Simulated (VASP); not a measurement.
# MgB2 (P6/mmm) in VASP: a series of runs, part 2 of 2

VASP 6.6.1. Earlier steps stand in the parts before.

### 3 Relaxation of cell and atoms, PBE

This run uses another cell than the first one, of 9.53 Å³/atom, 0.991 times its volume.

Input file INCAR:

```
ALGO = Normal ; EDIFF = 1E-7
EDIFFG = -0.01 ; ENCUT = 600
GGA = PE ; IBRION = 2
ISIF = 3 ; ISMEAR = 0
LASPH = True ; LCHARG = False
LREAL = False ; LWAVE = False
NELM = 80 ; NSW = 100
PREC = Accurate ; SIGMA = 0.1
```

Input file KPOINTS:

```
k-points
0
Gamma
  18 18 14
```

Input file POSCAR:

```
MgB2
1.0
    3.0627620200      0.0000000000      0.0000000000
   -1.5313810100      2.6524298200      0.0000000000
    0.0000000000      0.0000000000      3.5208704500
Mg B
1 2
Direct
    0.0000000000      0.0000000000      0.0000000000
    0.6666666900      0.3333333400      0.5000000000
    0.3333333400      0.6666666900      0.5000000000
```

Potentials or basis: VASP PAW PBE potentials, release 64 (Mg, B).

Launch:

```bash
> cat potpaw_PBE.64/Mg/POTCAR potpaw_PBE.64/B/POTCAR > POTCAR
> mpirun -np 1 vasp_std > vasp.out
```

OUTCAR:

```text
EDIFF = 1E-7
   EDIFFG = -0.01
   ENCUT = 600
   GGA = PE
   IBRION = 2
   ISIF = 3
   ISMEAR = 0
   LASPH = True
   LREAL = False
   NELM = 80
   NSW = 100
   PREC = Accurate

 ion  position               nearest neighbor table
   1  0.000  0.000  0.000-   3 2.50   3 2.50   2 2.50   2 2.50   3 2.50   3 2.50   2 2.50   2 2.50
                             2 2.50   2 2.50   3 2.50   3 2.50
   2  0.667  0.333  0.500-   3 1.77   3 1.77   3 1.77   1 2.50   1 2.50   1 2.50   1 2.50   1 2.50
                             1 2.50
   3  0.333  0.667  0.500-   2 1.77   2 1.77   2 1.77   1 2.50   1 2.50   1 2.50   1 2.50   1 2.50
                             1 2.50

  LATTYP: Found a hexagonal cell.
 ALAT       =     3.0627620200
 C/A-ratio  =     1.1495736290

  Lattice vectors:

 A1 = (   3.0627620200,   0.0000000000,   0.0000000000)
 A2 = (  -1.5313810100,   2.6524298200,   0.0000000000)
 A3 = (   0.0000000000,   0.0000000000,   3.5208704500)

Analysis of symmetry for initial positions (statically):
=====================================================================
 Subroutine PRICEL returns:
 Original cell was already a primitive cell.

 Routine SETGRP: Setting up the symmetry group for a
 hexagonal supercell.

 Subroutine GETGRP returns: Found 24 space group operations
 (whereof 24 operations were pure point group operations)
 out of a pool of 24 trial point group operations.

The static configuration has the point symmetry D_6h.
[... 172 lines left out ...]
  Total        0.3314250      0.3314251      0.0234775     -0.0000000      0.0000000     -0.0000000
  in kB       18.5647319     18.5647333      1.3150871     -0.0000000      0.0000000     -0.0000000
  external PRESSURE =      12.8148508 kB  Pullay stress =       0.0000000 kB
[... 61 lines left out ...]
--------------------------------------- Ionic step        3  -------------------------------------------

 number of electron       8.0000000 magnetization

 Free energy of the ion-electron system (eV)
  ---------------------------------------------------
  ext. energy  EPLUGINS =         0.00000000
  ---------------------------------------------------
  free energy    TOTEN  =       -15.32758320 eV

  energy without entropy =      -15.32468089  energy(sigma->0) =      -15.32613205

 E-fermi :   5.2983     XC(G=0): -10.9395

 val. band max:        5.2906296095   @ k =   0.4444   0.1111   0.2857
 cond. band min:       5.2998708856   @ k =   0.0556   0.0556   0.0714
 fundamental gap:      0.0092412761
 Fermi energy:         5.2982843170

 k-point     1 :       0.0000    0.0000    0.0000
  band No.  band energies     occupation
      1      -7.1462      2.00000
      2       2.3329      2.00000
      3       5.6946      0.00000
      4       5.6946      0.00000
      5       6.9366      0.00000
      6      11.6788      0.00000
      7      11.6788      0.00000
      8      13.5225      0.00000
[... 243 lines left out ...]
 k-point    24 :       0.3889    0.1111    0.0000
  band No.  band energies     occupation
      1      -3.6718      2.00000
      2      -1.7342      2.00000
      3       2.2978      2.00000
      4       5.4284      0.06574
      5       8.6446      0.00000
      6       9.9311      0.00000
      7      10.8243      0.00000
      8      12.9052      0.00000

 [... further k-points ...]
[... 5 lines left out ...]
  --------------------------------------------------------------------------------------
  -------------------------------------------------------------------------------------
  Total        0.0023932      0.0023932     -0.0295575     -0.0000000     -0.0000000      0.0000000
  in kB        0.1330403      0.1330404     -1.6431292     -0.0000000     -0.0000000      0.0000000
  external PRESSURE =      -0.4590162 kB  Pullay stress =       0.0000000 kB
[... 18 lines left out ...]
  FREE ENERGIE OF THE ION-ELECTRON SYSTEM (eV)
  ---------------------------------------------------
  free  energy   TOTEN  =       -15.3275831966 eV

  energy  without entropy=      -15.3246808943  energy(sigma->0) =      -15.32613205

 reached required accuracy - stopping structural energy minimisation
```

OSZICAR:

```text
N       E                     dE             d eps       ncg     rms          rms(c)
DAV:   1     0.838969129874E+01    0.83897E+01   -0.42285E+03  4984   0.944E+02
DAV:   2    -0.167464156539E+02   -0.25136E+02   -0.23933E+02  6920   0.119E+02
[... 19 lines left out ...]
   2 F= -.15327341E+02 E0= -.15325886E+02  d E =-.971821E-03
       N       E                     dE             d eps       ncg     rms          rms(c)
DAV:   1    -0.153275972039E+02   -0.25571E-03   -0.24951E-03  6720   0.565E-01    0.269E-02
DAV:   2    -0.153275872406E+02    0.99633E-05   -0.15984E-05  6184   0.347E-02    0.155E-02
DAV:   3    -0.153275831504E+02    0.40902E-05   -0.98133E-06  7040   0.205E-02    0.933E-04
DAV:   4    -0.153275831966E+02   -0.46243E-07   -0.10004E-07  5192   0.291E-03
   3 F= -.15327583E+02 E0= -.15326132E+02  d E =-.121358E-02
```

It took 70 s on 1 thread of Intel Xeon Platinum 8559C (Emerald Rapids), shared host; peak memory 0.22 GiB.

What came out:

```yaml
Free_energy: -15.3276 eV
Relaxed_volume: 9.61 Å³/atom
Relaxed_cell: a = 3.074 Å, b = 3.074 Å, c = 3.522 Å, α = 90.00°, β = 90.00°, γ = 120.00°
Space_group_after_relaxing_to_0.05_Å: P6/mmm (No. 191)
Energy_gained_by_relaxing: 0.4 meV/atom
Ionic_steps: 3
Pressure_after_relaxing: 0.0 GPa
Band_gap_on_the_k_mesh: zero (band 4 reaches 7.10 eV, above the bottom of band 5 at 3.30 eV)
```

The path:
| step | energy change (eV) | largest force (eV/Å) | pressure (GPa) | volume (Å³) |
| --- | --- | --- | --- | --- |
| 1 | 0.0000 | 0.0000 | 1.28 | 28.60 |
| 2 | -0.0010 | 0.0000 | -0.63 | 28.92 |
| 3 | -0.0012 | 0.0000 | -0.05 | 28.82 |

Final structure:
```cif
data_structure
_symmetry_space_group_name_H-M 'P 1'
_symmetry_Int_Tables_number 1
_cell_length_a 3.0740
_cell_length_b 3.0740
_cell_length_c 3.5218
_cell_angle_alpha 90.000
_cell_angle_beta 90.000
_cell_angle_gamma 120.000
_cell_volume 28.82
loop_
_atom_site_label
_atom_site_type_symbol
_atom_site_fract_x
_atom_site_fract_y
_atom_site_fract_z
_atom_site_occupancy
Mg1 Mg 0.00000 0.00000 0.00000 1
B1 B 0.66667 0.33333 0.50000 1
B2 B 0.33333 0.66667 0.50000 1
```

Levels at points of the mesh, in eV from the Fermi level:
| k point | band 2 | band 3 | band 4 | band 5 | band 6 | band 7 |
| --- | --- | --- | --- | --- | --- | --- |
| (0.00, 0.00, 0.00) | -2.97 | 0.40 | 0.40 | 1.64 | 6.38 | 6.38 |
| (0.50, 0.00, 0.00) | -7.84 | -2.15 | 0.21 | 3.09 | 3.93 | 5.34 |
| (0.00, 0.00, 0.50) | -7.45 | 0.77 | 0.77 | 6.70 | 6.70 | 8.04 |
| (0.50, 0.00, 0.50) | -6.93 | -3.56 | -1.87 | -1.28 | 5.79 | 8.86 |

### 4 Single point, PBE

This run uses another cell than the first one, of 9.53 Å³/atom, 0.991 times its volume.

Input file INCAR:

```
  PREC = Accurate
  ENCUT = 600
  EDIFF = 1E-6
  ISMEAR = 0
  SIGMA = 0.1
  LREAL = F
  LASPH = T
  NELM = 120
  ALGO = Normal
  ISIF = 2
  LWAVE = F
  LCHARG = F
  GGA = PE
  NBANDS = 11
  GGA_COMPAT = F
```

Input file KPOINTS:

```
regular mesh
0
Gamma
  6 6 6
```

POSCAR is that of step 3.

Potentials or basis: VASP PAW PBE potentials, release 64 (Mg, B).

Launch:

```bash
> cat potpaw_PBE.64/Mg/POTCAR potpaw_PBE.64/B/POTCAR > POTCAR
> mpirun -np 1 vasp_std > vasp.out
```

OUTCAR:

```text
PREC = Accurate
   ENCUT = 600
   EDIFF = 1E-6
   ISMEAR = 0
   LREAL = F
   LASPH = T
   NELM = 120
   ISIF = 2
   GGA = PE

 ion  position               nearest neighbor table
   1  0.000  0.000  0.000-   3 2.50   3 2.50   2 2.50   2 2.50   3 2.50   3 2.50   2 2.50   2 2.50
                             2 2.50   2 2.50   3 2.50   3 2.50
   2  0.667  0.333  0.500-   3 1.77   3 1.77   3 1.77   1 2.50   1 2.50   1 2.50   1 2.50   1 2.50
                             1 2.50
   3  0.333  0.667  0.500-   2 1.77   2 1.77   2 1.77   1 2.50   1 2.50   1 2.50   1 2.50   1 2.50
                             1 2.50

  LATTYP: Found a hexagonal cell.
[... 526 lines left out ...]
     11      19.1316      0.00000

 [... further k-points ...]
[... 5 lines left out ...]
  --------------------------------------------------------------------------------------
  -------------------------------------------------------------------------------------
  Total        0.5449444      0.5449445     -0.3119614     -0.0000000      0.0000000     -0.0000000
  in kB       30.5249958     30.5249982    -17.4744772     -0.0000000      0.0000000     -0.0000000
  external PRESSURE =      14.5251723 kB  Pullay stress =       0.0000000 kB

 VOLUME and BASIS-vectors are now :
 -----------------------------------------------------------------------------
  energy-cutoff  :      600.00
  volume of cell :       28.60
      direct lattice vectors                 reciprocal lattice vectors
     3.062762020  0.000000000  0.000000000     0.326502677  0.188506401  0.000000000
    -1.531381010  2.652429820  0.000000000     0.000000000  0.377012803  0.000000000
     0.000000000  0.000000000  3.520870450     0.000000000  0.000000000  0.284020674

 POSITION                                       TOTAL-FORCE (eV/Angst)
 -----------------------------------------------------------------------------------
      0.00000      0.00000      0.00000        -0.000000      0.000000      0.000000
      1.53138      0.88414      1.76044         0.000000      0.000000      0.000000
     -0.00000      1.76829      1.76044         0.000000      0.000000      0.000000
 -----------------------------------------------------------------------------------
    total drift:                               -0.000003     -0.000005     -0.000000

  FREE ENERGIE OF THE ION-ELECTRON SYSTEM (eV)
  ---------------------------------------------------
  free  energy   TOTEN  =       -15.3296254131 eV

  energy  without entropy=      -15.3263260983  energy(sigma->0) =      -15.32797576
```

OSZICAR:

```text
N       E                     dE             d eps       ncg     rms          rms(c)
DAV:   1     0.784914450884E+01    0.78491E+01   -0.42598E+03   640   0.701E+02
DAV:   2    -0.164132618563E+02   -0.24262E+02   -0.23115E+02   793   0.118E+02
DAV:   3    -0.170690862495E+02   -0.65582E+00   -0.65248E+00   787   0.165E+01
DAV:   4    -0.170710354707E+02   -0.19492E-02   -0.19490E-02   754   0.959E-01
DAV:   5    -0.170710420779E+02   -0.66072E-05   -0.66072E-05   768   0.550E-02    0.537E+00
DAV:   6    -0.155741899343E+02    0.14969E+01   -0.19102E+00   669   0.639E+00    0.244E+00
DAV:   7    -0.153316007603E+02    0.24259E+00   -0.78952E-01   700   0.413E+00    0.796E-01
DAV:   8    -0.153305941710E+02    0.10066E-02   -0.29897E-02   720   0.109E+00    0.144E-01
DAV:   9    -0.153296213238E+02    0.97285E-03   -0.37287E-03   655   0.288E-01    0.361E-02
DAV:  10    -0.153296288876E+02   -0.75638E-05   -0.86190E-05   714   0.668E-02    0.130E-02
DAV:  11    -0.153296253266E+02    0.35610E-05   -0.14720E-05   688   0.187E-02    0.188E-03
DAV:  12    -0.153296254131E+02   -0.86469E-07   -0.34871E-07   365   0.394E-03
   1 F= -.15329625E+02 E0= -.15327976E+02  d E =-.329931E-02
```

It took 21 s on 1 thread of AMD EPYC 7R13, shared host; peak memory 0.12 GiB.

What came out:

- Free energy: -15.3296 eV
- Pressure: 1.5 GPa
- Band gap on the k mesh: zero (band 4 reaches 7.16 eV, above the bottom of band 5 at 3.34 eV)

Stress tensor (GPa, compression positive):
```
 3.05  0.00  0.00
 0.00  3.05  0.00
 0.00  0.00 -1.75
```

Caveat: the k points lie up to 0.39 Å⁻¹ apart.

### 5 The runs side by side

```csv
task,cell,k mesh,cutoff (eV),gap on the mesh (eV),pressure (GPa)
single point,"a = 3.075, b = 3.075, c = 3.524 Å, angles 90.0, 90.0, 120.0°, 3 atoms",18 × 18 × 14,520,none,-0.3
relaxation of cell and atoms,"relaxed from a = 3.063, b = 3.063, c = 3.521 Å, angles 90.0, 90.0, 120.0°, 3 atoms",18 × 18 × 14,600,none,0.0
single point,"a = 3.063, b = 3.063, c = 3.521 Å, angles 90.0, 90.0, 120.0°, 3 atoms",6 × 6 × 6,600,none,1.5
```

Alike in all rows: level PBE; potentials or basis VASP PAW PBE potentials, release 64 (Mg, B); no spin polarisation; smearing gaussian 0.1 eV.

Caveats: some runs use coarse meshes.

Absolute energies hang on the potentials; compare differences alone.
